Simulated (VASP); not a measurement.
# Re (C2/c) in VASP: single point with PBE

Aim: the single point of Re with PBE.

Program: VASP 6.6.1. These are calculated values, not measurements. Logs are shortened: lines on timing, memory, paths and dates and some standing lists are left out, and cuts for length are marked.

**1. The cell of the first run**

Symmetry: C2/c, No. 15, monoclinic system. Conventional cell: a = 2.765 Å, b = 4.790 Å, c = 4.474 Å, α = 90.00°, β = 91.15°, γ = 90.00°. Within 3.6 Å of Re (site symmetry 2) lie 12 Re at 2.73 to 2.77 Å.

**2. Single point, PBE (strain -0.0200 x Voigt [0, 0, 0, 0, 1, 0])**

The input, INCAR:

```
PREC     = Accurate       # precision mode
ENCUT    = 520            # plane-wave cutoff, eV
EDIFF    = 1E-6           # SCF threshold, eV
ISMEAR   = 0              # smearing method
SIGMA    = 0.15           # smearing width, eV
LREAL    = False          # projectors in reciprocal space
LASPH    = True           # aspherical terms in the spheres
NELM     = 100            # most SCF steps
ALGO     = Normal         # electronic algorithm
ISIF     = 2              # what is computed and relaxed
LWAVE    = False          # write WAVECAR
LCHARG   = False          # write CHGCAR
GGA      = PE             # functional
NBANDS   = 14             # bands
```

The input, KPOINTS:

```
regular mesh
0
Gamma
  21 21 12
```

The input, POSCAR:

```
Re
1.0
    2.7653363785      0.0000000000     -0.0276533638
   -1.3826681893      2.3948515538      0.0138266819
   -0.0447357663      0.0000000000      4.4735766300
Re
2
Direct
    0.3333333333      0.6666666667      0.2500000000
    0.6666666667      0.3333333333      0.7500000000
```

Potentials or basis: VASP PAW PBE potentials, release 64 (Re).

Launch:

```sh
$ cat potpaw_PBE.64/Re/POTCAR > POTCAR
$ mpirun -np 1 vasp_std > vasp.out
```

OUTCAR:

```text
PREC = Accurate
   ENCUT = 520
   EDIFF = 1E-6
   ISMEAR = 0
   LREAL = False
   LASPH = True
   NELM = 100
   ISIF = 2
   GGA = PE

 ion  position               nearest neighbor table
   1  0.333  0.667  0.250-   2 2.73   2 2.73   2 2.75   2 2.75   2 2.77   2 2.77
   2  0.667  0.333  0.750-   1 2.73   1 2.73   1 2.75   1 2.75   1 2.77   1 2.77

  LATTYP: Found a base centered monoclinic cell.
 ALAT       =     2.7654746419
 B/A-ratio  =     1.7319642115
 C/A-ratio  =     1.6177332583
 COS(beta)  =    -0.0199980002

  Lattice vectors:

 A1 = (   1.3826681893,  -2.3948515538,  -0.0138266819)
 A2 = (   1.3826681892,   2.3948515538,  -0.0138266819)
 A3 = (  -0.0447357663,   0.0000000000,   4.4735766300)

Analysis of symmetry for initial positions (statically):
=====================================================================
 Subroutine PRICEL returns:
 Original cell was already a primitive cell.

 Routine SETGRP: Setting up the symmetry group for a
 base centered monoclinic supercell.

 Subroutine GETGRP returns: Found  4 space group operations
 (whereof  2 operations were pure point group operations)
 out of a pool of  4 trial point group operations.

The static configuration has the point symmetry S_2 .
 The point group associated with its full space group is C_2h.

Analysis of symmetry for dynamics (positions and initial velocities):
=====================================================================
 Subroutine PRICEL returns:
 Original cell was already a primitive cell.

 Routine SETGRP: Setting up the symmetry group for a
 base centered monoclinic supercell.

 Subroutine GETGRP returns: Found  4 space group operations
 (whereof  2 operations were pure point group operations)
 out of a pool of  4 trial point group operations.

The dynamic configuration has the point symmetry S_2 .
 The point group associated with its full space group is C_2h.

 Subroutine INISYM returns: Found  4 space group operations
 (whereof  2 operations are pure point group operations),
 and found     1 'primitive' translations

----------------------------------------------------------------------------------------

                                     Primitive cell

  volume of cell :      29.6236

  direct lattice vectors                    reciprocal lattice vectors
     2.765336378  0.000000000 -0.027653364     0.361655825  0.208781208  0.003616558
    -1.382668189  2.394851554  0.013826682     0.000000000  0.417562416  0.000000000
    -0.044735766  0.000000000  4.473576630     0.002235571  0.000000000  0.223557143

  length of vectors
     2.765474642  2.765370945  4.473800303     0.417609397  0.417562416  0.223568320

  position of ions in fractional coordinates (direct lattice)
     0.333333333  0.666666667  0.250000000
     0.666666667  0.333333333  0.750000000

  ion indices of the primitive-cell ions
   primitive index   ion index
                 1           1
                 2           2

----------------------------------------------------------------------------------------

 KPOINTS: regular mesh

Automatic generation of k-mesh.
 Grid dimensions read from file:
 generate k-points for:   21   21   12

 Generating k-lattice:

  Cartesian coordinates                     Fractional coordinates (reciprocal lattice)
     0.017221706  0.009941962  0.000172217     0.047619048 -0.000000000 -0.000000000
     0.000000000  0.019883925  0.000000000     0.000000000  0.047619048  0.000000000
     0.000186298  0.000000000  0.018629762     0.000000000  0.000000000  0.083333333

  Length of vectors
     0.019886162  0.019883925  0.018630693

  Shift w.r.t. Gamma in fractional coordinates (k-lattice)
     0.000000000  0.000000000  0.000000000

 Subroutine IBZKPT returns following result:
 ===========================================

 Found   1397 irreducible k-points:

 Following reciprocal coordinates:
            Coordinates               Weight
  0.000000  0.000000  0.000000      1.000000
  0.047619 -0.000000  0.000000      4.000000
  0.095238  0.000000  0.000000      4.000000
  0.142857  0.000000  0.000000      4.000000
  0.190476  0.000000  0.000000      4.000000
  0.238095  0.000000  0.000000      4.000000
[... 16 lines left out ...]
 -0.476190  0.047619  0.000000      4.000000
 -0.428571  0.047619 -0.000000      4.000000
 [... further k-points ...]
   k-points           NKPTS =   1397   k-points in BZ     NKDIM =   1397   number of bands    NBANDS=     14
   number of dos      NEDOS =    301   number of ions     NIONS =      2
   total plane-waves  NPLWV =  20736
   dimension x,y,z NGX =    24 NGY =   24 NGZ =   36
   dimension x,y,z NGXF=    48 NGYF=   48 NGZF=   72
   ions per type =               2
   NGX,Y,Z   is equivalent  to a cutoff of  14.43, 14.43, 13.38 a.u.
   NGXF,Y,Z  is equivalent  to a cutoff of  28.86, 28.86, 26.76 a.u.
 SYSTEM =  unknown system
   PREC   = accura    normal or accurate (medium, high low for compatibility)
   ISTART =      0    job   : 0-new  1-cont  2-samecut
   ICHARG =      2    charge: 1-file 2-atom 10-const
   ISPIN  =      1    spin polarized calculation?
   LNONCOLLINEAR =      F non collinear calculations
   LSORBIT =      F    spin-orbit coupling
   LASPH  =      T    aspherical Exc in radial PAW
   ENCUT  =  520.0 eV  38.22 Ry    6.18 a.u.   5.14  5.14  8.32*2*pi/ulx,y,z
   NELM   =    100;   NELMIN=  2; NELMDL= -5     # of ELM steps
   EDIFF  = 0.1E-05   stopping-criterion for ELM
   LREAL  =      F    real-space projection
   EDIFFG = 0.1E-04   stopping-criterion for IOM
   NSW    =      0    number of steps for IOM
   IBRION =     -1    ionic relax: 0-MD 1-quasi-New 2-CG
   NFREE  =      0    steps in history (QN), initial steepest desc. (CG)
   ISIF   =      2    stress and relaxation
   ISYM   =      2    0-nonsym 1-usesym 2-fastsym
   POTIM  = 0.5000    time-step for ionic-motion
   TEBEG  =    0.0;   TEEND  =   0.0 temperature during run
   PSTRESS=    0.0 pullay stress
   NELECT =      14.0000    total number of electrons
   NUPDOWN=      -1.0000    fix difference up-down
   EMIN   =  10.00;   EMAX   =-10.00  energy-range for DOS
   EFERMI =   0.00;   METHOD = LEGACY
   ISMEAR =     0;   SIGMA  =   0.15  broadening in eV -4-tet -1-fermi 0-gaus
   EFERMI_NEDOS =   21; number of points for ismear=-14 and -15
   IALGO  =     38    algorithm
   IMIX   =      4    mixing-type and parameters
     AMIX     =   0.40;   BMIX     =  1.00
     AMIX_MAG =   1.60;   BMIX_MAG =  1.00
  volume/ion in A,a.u.               =      14.81        99.96
  Fermi-wavevector in a.u.,A,eV,Ry     =   1.275180  2.409741 22.124218  1.626084
  Thomas-Fermi vector in A             =   2.407907
   LORBIT       =      0    0 simple, 1 ext, 2 COOP (PROOUT), +10 PAW based schemes
   GGA     = PE    functional components
   LHFCALC =     F    Hartree Fock is set to
   AEXX    =    0.0000 exact exchange contribution
   IVDW    =     0    specifies the selected vdW correction
   LEPSILON=     F    determine dielectric tensor
   LRPA    =     F    only Hartree local field effects (RPA)
 non-spin polarized calculation
 Gauss-broadening in eV      SIGMA  =   0.15
  energy-cutoff  :      520.00
  volume of cell :       29.62
 maximum number of plane-waves:       810
 NGX is ok and might be reduce to    24
   NGX = 11   NGY = 11   NGZ = 17

 number of electron      14.0000000 magnetization

 Free energy of the ion-electron system (eV)
  ---------------------------------------------------
  ext. energy  EPLUGINS =         0.00000000
  ---------------------------------------------------
  free energy    TOTEN  =       -24.85174432 eV

  energy without entropy =      -24.83339345  energy(sigma->0) =      -24.84256888

 E-fermi :   7.8056     XC(G=0): -13.6935

 val. band max:        7.8055867834   @ k =  -0.4286   0.1429   0.5000
 cond. band min:       7.8067217787   @ k =   0.4286   0.2857   0.5000
 fundamental gap:      0.0011349952
 Fermi energy:         7.8056032790

 k-point     1 :       0.0000    0.0000    0.0000
  band No.  band energies     occupation
      1      -2.0169      2.00000
      2       1.2289      2.00000
      3       6.2115      2.00000
      4       6.2468      2.00000
      5       6.2476      2.00000
      6       7.0648      2.00000
      7       7.0678      2.00000
      8       8.0103      0.05366
      9       8.0211      0.04216
     10       8.3893      0.00000
     11      11.1295      0.00000
     12      11.1362      0.00000
     13      17.7221      0.00000
     14      21.9556      0.00000

 k-point     2 :       0.0476   -0.0000    0.0000
  band No.  band energies     occupation
      1      -1.9241      2.00000
      2       1.3168      2.00000
      3       5.9283      2.00000
      4       6.3316      2.00000
      5       6.4978      2.00000
      6       6.9966      2.00000
      7       7.1469      2.00000
      8       7.8395      0.74906
      9       7.9407      0.20272
     10       8.1320      0.00209
     11      11.1840      0.00000
     12      11.5732      0.00000
     13      17.7182      0.00000
     14      22.1627      0.00000

 k-point     3 :       0.0952    0.0000    0.0000
  band No.  band energies     occupation
      1      -1.6514      2.00000
      2       1.5687      2.00000
      3       5.5782      2.00000
      4       6.5833      2.00000
      5       6.7116      2.00000
      6       6.8604      2.00000
      7       7.1252      2.00000
      8       7.3833      1.99993
      9       7.7456      1.42859
     10       7.9301      0.24055
     11      11.3131      0.00000
     12      12.5254      0.00000
     13      17.6905      0.00000
     14      22.7481      0.00000

 k-point     4 :       0.1429    0.0000    0.0000
  band No.  band energies     occupation
      1      -1.2165      2.00000
      2       1.9432      2.00000
      3       5.2087      2.00000
      4       6.2375      2.00000
      5       6.4999      2.00000
      6       6.9957      2.00000
      7       7.1676      2.00000
      8       7.4712      1.99838
      9       7.7222      1.56856
     10       7.7831      1.16769
     11      11.4807      0.00000
     12      13.6467      0.00000
     13      17.6083      0.00000
     14      23.5715      0.00000

 k-point     5 :       0.1905    0.0000    0.0000
  band No.  band energies     occupation
      1      -0.6514      2.00000
      2       2.3463      2.00000
      3       4.9057      2.00000
      4       5.4102      2.00000
      5       6.2236      2.00000
      6       7.1453      2.00000
      7       7.4432      1.99937
      8       7.5582      1.98030
      9       7.6803      1.76268
     10       8.2978      0.00000
     11      11.6500      0.00000
[... 276 lines left out ...]
 k-point    22 :       0.4762    0.0476    0.0000
  band No.  band energies     occupation
      1       1.9610      2.00000
      2       2.0780      2.00000
      3       2.6085      2.00000
      4       5.8593      2.00000
      5       6.0119      2.00000
      6       6.3951      2.00000
      7       7.2397      2.00000
      8      11.7336      0.00000
      9      12.0297      0.00000
     10      12.1020      0.00000
     11      13.8570      0.00000
     12      14.9483      0.00000
     13      17.9875      0.00000
     14      19.5945      0.00000

 k-point    23 :      -0.4762    0.0476    0.0000
  band No.  band energies     occupation
      1       1.9429      2.00000
      2       2.0985      2.00000
      3       2.6785      2.00000
      4       5.8646      2.00000
      5       5.8894      2.00000
      6       6.4284      2.00000
      7       7.1892      2.00000
      8      11.5578      0.00000
      9      11.7659      0.00000
     10      12.0575      0.00000
     11      13.0321      0.00000
     12      15.9547      0.00000
     13      17.6465      0.00000
     14      19.9677      0.00000

 k-point    24 :      -0.4286    0.0476   -0.0000
  band No.  band energies     occupation
      1       1.8101      2.00000
      2       2.2089      2.00000
      3       2.8868      2.00000
      4       5.5380      2.00000
      5       5.9655      2.00000
      6       6.5230      2.00000
      7       7.0009      2.00000
      8      10.9636      0.00000
      9      11.0974      0.00000
     10      12.0267      0.00000
     11      12.0432      0.00000
     12      17.0930      0.00000
     13      17.5588      0.00000
     14      19.6218      0.00000

 [... further k-points ...]
[... 5 lines left out ...]
  --------------------------------------------------------------------------------------
  -------------------------------------------------------------------------------------
  Total        0.6210465      0.6283784      0.4458155     -0.0000000      0.0000000      0.6010941
  in kB       33.5889722     33.9855142     24.1116952     -0.0000000      0.0000000     32.5098536
  external PRESSURE =      30.5620605 kB  Pullay stress =       0.0000000 kB

 VOLUME and BASIS-vectors are now :
 -----------------------------------------------------------------------------
  energy-cutoff  :      520.00
  volume of cell :       29.62
      direct lattice vectors                 reciprocal lattice vectors
     2.765336378  0.000000000 -0.027653364     0.361655825  0.208781208  0.003616558
    -1.382668189  2.394851554  0.013826682     0.000000000  0.417562416  0.000000000
    -0.044735766  0.000000000  4.473576630     0.002235571  0.000000000  0.223557143

 POSITION                                       TOTAL-FORCE (eV/Angst)
 -----------------------------------------------------------------------------------
     -0.01118      1.59657      1.11839        -0.000000      0.001881     -0.000000
      1.34912      0.79828      3.34136         0.000000     -0.001881      0.000000
 -----------------------------------------------------------------------------------
    total drift:                               -0.000000      0.000000      0.000000

  FREE ENERGIE OF THE ION-ELECTRON SYSTEM (eV)
  ---------------------------------------------------
  free  energy   TOTEN  =       -24.8517443155 eV

  energy  without entropy=      -24.8333934536  energy(sigma->0) =      -24.84256888
```

Wall time 7.2 min (1 thread of Intel Xeon Platinum 8259CL at 2.50GHz (Skylake/Cascade Lake), shared host); peak memory 0.59 GiB.

What came out:

| Property | Result |
| --- | --- |
| Free energy | -24.8517 eV |
| Pressure | 3.1 GPa |
| Band gap on the k mesh | zero (band 7 reaches 9.34 eV, above the bottom of band 8 at 6.15 eV) |

Caveat: the cell differs from its parent crystal (strain -0.0200 x Voigt [0, 0, 0, 0, 1, 0]); spin-orbit coupling is left out, which moves the levels of the heavy elements.
